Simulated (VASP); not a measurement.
A run of VASP 6.6.1 is set up as follows.

File INCAR:

```
SYSTEM = TiH
PREC = Accurate
ENCUT = 520
EDIFF = 1E-6
ISMEAR = 1
SIGMA = 0.05
LREAL = .False.
LASPH = .True.
NELM = 80
ALGO = Normal
ISIF = 2
LWAVE = .False.
LCHARG = .False.
NBANDS = 21
```

File KPOINTS:

```
regular mesh
0
Gamma
  7 7 4
  0 0 0
```

The input POSCAR:

```
TiH
1.0
    2.5742570511      0.0000000000      0.0000000000
   -1.2871285256      2.2293720022      0.0000000000
    0.0000000000      0.0000000000      4.7007847292
Ti H
2 2
Direct
    0.0000000000      0.0000000000      0.0000000000
    0.0000000000      0.0000000000      0.5000000000
    0.6666666667      0.3333333333      0.7500000000
    0.3333333333      0.6666666667      0.2500000000
```

Potentials or basis: VASP PAW LDA potentials, release 64 (Ti_sv, H).

Command:

```console
$ cat potpaw_LDA.64/Ti_sv/POTCAR potpaw_LDA.64/H/POTCAR > POTCAR
$ mpirun -np 1 vasp_std > vasp.out
```

(1) Estimate the band gap on the k mesh.

(2) Estimate the pressure.

Results:

(1) zero (band 13 reaches 13.56 eV, above the bottom of band 14 at 11.61 eV).

(2) 60.2 GPa.

Caveat: the k points lie up to 0.40 Å⁻¹ apart.
